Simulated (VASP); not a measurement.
# Cu3O2 (I4/mmm) in VASP: notebook, part 2 of 2

VASP 6.6.1.

## Step 4: Relaxation of cell and atoms, PBEsol

Contents of INCAR:

```
SYSTEM = Cu3O2
PREC     = Accurate       ! precision mode
ENCUT    = 600            ! plane-wave cutoff, eV
EDIFF    = 1E-6           ! SCF threshold, eV
ISMEAR   = -1             ! smearing method
SIGMA    = 0.05           ! smearing width, eV
LREAL    = .FALSE.        ! projectors in reciprocal space
LASPH    = .TRUE.         ! aspherical terms in the spheres
NELM     = 100            ! most SCF steps
ALGO     = Normal         ! electronic algorithm
ISIF     = 3              ! what is computed and relaxed
LWAVE    = .FALSE.        ! write WAVECAR
LCHARG   = .FALSE.        ! write CHGCAR
GGA      = PS             ! functional
IBRION   = 2              ! ionic algorithm
NSW      = 60             ! ionic steps
EDIFFG   = -0.01          ! ionic threshold
```

Contents of KPOINTS:

```
Automatic mesh
0
G
  9 9 9
  0 0 0
```

Contents of POSCAR:

```
Cu3O2
1.0
   -2.0229820000      2.0229820000      3.6736170000
    2.0229820000     -2.0229820000      3.6736170000
    2.0229820000      2.0229820000     -3.6736170000
Cu O
3 2
Direct
    0.0000000000      0.0000000000      0.0000000000
    0.7500000000      0.2500000000      0.5000000000
    0.2500000000      0.7500000000      0.5000000000
    0.5000000000      0.0000000000      0.5000000000
    0.0000000000      0.5000000000      0.5000000000
```

Potentials or basis: VASP PAW PBE potentials, release 64 (Cu, O).

Started as:

```sh
cat potpaw_PBE.64/Cu/POTCAR potpaw_PBE.64/O/POTCAR > POTCAR
mpirun -np 1 vasp_std > vasp.out
```

Wall time 23 min (1 thread of AMD EPYC 7R32 (Zen 2), shared host); peak memory 0.29 GiB.

It converged, with:

| Item | Value |
| --- | --- |
| Free energy | -25.0012 eV |
| Relaxed volume | 11.48 Å³/atom |
| Relaxed cell | a = 4.597 Å, b = 4.597 Å, c = 4.597 Å, α = 128.82°, β = 128.82°, γ = 75.30° |
| Space group after relaxing (to 0.1 Å) | I4/mmm (No. 139) |
| Energy gained by relaxing | 9.0 meV/atom |
| Ionic steps | 6 |
| Pressure after relaxing | 0.0 GPa |
| Band gap on the k mesh | zero (an odd number of electrons rules out a gap without spin polarisation) |

The path:
| step | energy change (eV) | largest force (eV/Å) | pressure (GPa) | volume (Å³) |
| --- | --- | --- | --- | --- |
| 1 | 0.0000 | 0.0000 | -5.46 | 60.14 |
| 2 | -0.0117 | 0.0000 | 4.34 | 56.63 |
| 3 | -0.0376 | 0.0000 | -0.47 | 58.17 |
| 4 | -0.0441 | 0.0000 | -0.20 | 57.67 |
| 5 | -0.0448 | 0.0000 | 0.13 | 57.28 |
| 6 | -0.0450 | 0.0000 | -0.05 | 57.40 |

Final structure:
```cif
data_structure
_symmetry_space_group_name_H-M 'P 1'
_symmetry_Int_Tables_number 1
_cell_length_a 4.5969
_cell_length_b 4.5969
_cell_length_c 4.5969
_cell_angle_alpha 128.818
_cell_angle_beta 128.818
_cell_angle_gamma 75.303
_cell_volume 57.40
loop_
_atom_site_label
_atom_site_type_symbol
_atom_site_fract_x
_atom_site_fract_y
_atom_site_fract_z
_atom_site_occupancy
Cu1 Cu 0.00000 0.00000 0.00000 1
Cu2 Cu 0.75000 0.25000 0.50000 1
Cu3 Cu 0.25000 0.75000 0.50000 1
O1 O 0.50000 0.00000 0.50000 1
O2 O 0.00000 0.50000 0.50000 1
```

Levels at points of the mesh, in eV from the Fermi level:
| k point | band 19 | band 20 | band 21 | band 22 | band 23 | band 24 | band 25 | band 26 | band 27 |
| --- | --- | --- | --- | --- | --- | --- | --- | --- | --- |
| (0.00, 0.00, 0.00) | -1.71 | -1.52 | -0.86 | -0.86 | 0.42 | 0.51 | 5.15 | 5.15 | 7.11 |

Caveat: the PAW data sets were made with another functional, which shifts forces and pressure a little. With open d or f shells a metallic result of PBEsol can be an artefact of self-interaction; +U or a hybrid may open a gap.

## Step 5: Relaxation of cell and atoms, RPBE

Contents of INCAR:

```
SYSTEM = Cu3O2
ALGO = Normal
EDIFF = 1E-7
EDIFFG = -0.01
ENCUT = 600
GGA = RP
IBRION = 2
ISIF = 3
ISMEAR = -1
LASPH = .TRUE.
LCHARG = .FALSE.
LREAL = .FALSE.
LWAVE = .FALSE.
NELM = 100
NSW = 60
PREC = Accurate
SIGMA = 0.05
```

Contents of KPOINTS:

```
k-points
0
G
  9 9 9
  0 0 0
```

POSCAR is that of step 4.

Started as:

```sh
cat potpaw_PBE.64/Cu/POTCAR potpaw_PBE.64/O/POTCAR > POTCAR
mpirun -np 1 vasp_std > vasp.out
```

It took 33 min on 1 thread of AMD EPYC 7R32 (Zen 2), shared host; peak memory 0.28 GiB.

Results (log left out):

```
Free energy                           : -20.5975 eV
Relaxed volume                        : 12.74 Å³/atom
Relaxed cell                          : a = 4.726 Å, b = 4.726 Å, c = 4.726 Å, α = 128.00°, β = 128.00°, γ = 76.63°
Space group after relaxing (to 0.1 Å) : I4/mmm (No. 139)
Energy gained by relaxing             : 11.5 meV/atom
Ionic steps                           : 9
Pressure after relaxing               : 0.0 GPa
Band gap on the k mesh                : zero (an odd number of electrons rules out a gap without spin polarisation)
```

The path:
```
step  energy change (eV)  largest force (eV/Å)  pressure (GPa)  volume (Å³)
   1              0.0000                0.0000            6.03        60.14
   2             -0.0305                0.0000           -2.54        64.16
   3             -0.0468                0.0000            0.39        62.60
   4             -0.0553                0.0000            0.20        63.16
   5             -0.0577                0.0000            0.10        63.71
   6             -0.0577                0.0000            0.09        63.66
   7             -0.0577                0.0000            0.14        63.64
   8             -0.0577                0.0000           -0.09        63.75
   9             -0.0577                0.0000            0.02        63.68
```

Final structure:
```yaml
crystal:
  lattice:
    - [-2.07196, 2.07196, 3.70821]
    - [2.07196, -2.07196, 3.70821]
    - [2.07196, 2.07196, -3.70821]
  atoms:
    - { symbol: Cu, position: [0.00000, 0.00000, 0.00000] }
    - { symbol: Cu, position: [0.75000, 0.25000, 0.50000] }
    - { symbol: Cu, position: [0.25000, 0.75000, 0.50000] }
    - { symbol: O, position: [0.50000, 0.00000, 0.50000] }
    - { symbol: O, position: [0.00000, 0.50000, 0.50000] }
```

Levels at points of the mesh, in eV from the Fermi level:
```tsv
k point	band 19	band 20	band 21	band 22	band 23	band 24	band 25	band 26	band 27
(0.00, 0.00, 0.00)	-1.54	-1.41	-0.67	-0.67	0.36	0.43	5.20	5.20	6.79
```

Caveat: the PAW data sets were made with another functional, which shifts forces and pressure a little. With open d or f shells a metallic result of RPBE can be an artefact of self-interaction; +U or a hybrid may open a gap.

## Step 6: Summary

| task | level | potentials or basis | cell | k mesh | cutoff (eV) | gap on the mesh (eV) | pressure (GPa) | relaxed volume (Å³/atom) |
| --- | --- | --- | --- | --- | --- | --- | --- | --- |
| relaxation of cell and atoms | PBE | VASP PAW PBE potentials, release 64 (Cu, O) | relaxed from a = 4.656 Å, angles 128.5, 128.5, 75.8°, 5 atoms | 9 × 9 × 9 | 600 | none | 0.0 | 12.19 |
| single point | PBEsol | VASP PAW PBE potentials, release 64 (Cu_sv_GW, O) | a = 4.598 Å, angles 127.8, 127.8, 76.9°, 5 atoms | 8 × 8 × 8 | 820 | none | -2.5 | - |
| relaxation of cell and atoms | PBEsol | VASP PAW PBE potentials, release 64 (Cu, O) | relaxed from a = 4.656 Å, angles 128.5, 128.5, 75.8°, 5 atoms | 9 × 9 × 9 | 600 | none | 0.0 | 11.48 |
| relaxation of cell and atoms | RPBE | VASP PAW PBE potentials, release 64 (Cu, O) | relaxed from a = 4.656 Å, angles 128.5, 128.5, 75.8°, 5 atoms | 9 × 9 × 9 | 600 | none | 0.0 | 12.74 |

Alike in all rows: no spin polarisation; smearing fermi-dirac 0.05 eV.

Caveats: the PAW data sets were made with another functional, which shifts forces and pressure a little (at least some runs).

Total energies depend on the potentials used, so only differences within one code and one set of settings carry meaning.
